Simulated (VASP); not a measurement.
Set up this calculation in VASP 6.6.1, as the native input.

- Task: single point
- Functional: PBEsol
- Potentials or basis: VASP PAW PBE potentials, release 64 (W_sv, S)
- Cutoff: 520 eV
- k mesh: 12 × 12 × 2
- Occupations: gaussian, width 0.05 eV
- Spin: no spin polarisation
- Dipole correction: no
- Further INCAR settings: ALGO = Normal; EDIFF = 1e-06; NBANDS = 35

The structure of WS2 lies in POSCAR:

```
WS2
1.0
    3.0674134129      0.0000000000      0.0000000000
   -1.5337067064      2.6564579395      0.0000000000
    0.0000000000      0.0000000000     22.9816898110
W S
2 4
Direct
    0.3333333333      0.6666666667      0.6345659624
    0.6666666667      0.3333333333      0.3654340376
    0.3333333333      0.6666666667      0.2989660749
    0.6666666667      0.3333333333      0.5680485953
    0.3333333333      0.6666666667      0.4319514047
    0.6666666667      0.3333333333      0.7010339251
```

One way to write it, as run:

INCAR

```
SYSTEM = WS2
  PREC = Accurate
  ENCUT = 520
  EDIFF = 1E-6
  ISMEAR = 0
  SIGMA = 0.05
  LREAL = .FALSE.
  LASPH = .TRUE.
  NELM = 60
  ALGO = Normal
  ISIF = 2
  LWAVE = .FALSE.
  LCHARG = .FALSE.
  GGA = PS
  NBANDS = 35
```

KPOINTS

```
Automatic mesh
0
G
  12 12 2
  0 0 0
```

Potentials or basis: VASP PAW PBE potentials, release 64 (W_sv, S).

The run is started by

```sh
$ cat potpaw_PBE.64/W_sv/POTCAR potpaw_PBE.64/S/POTCAR > POTCAR
$ mpirun -np 1 vasp_std > vasp.out
```

It gave:

The largest force is 1.590 eV/Å and the band gap on the k mesh is 1.56 eV (least direct gap 2.10 eV).

Caveat: the PAW data sets were made with another functional, which shifts forces and pressure a little; spin-orbit coupling is left out, which moves the levels of the heavy elements.

Run time: 9 min on 1 thread of AMD EPYC 7R43 64-Core Processor (Zen 3), with other jobs on the host, peak memory 0.36 GiB.
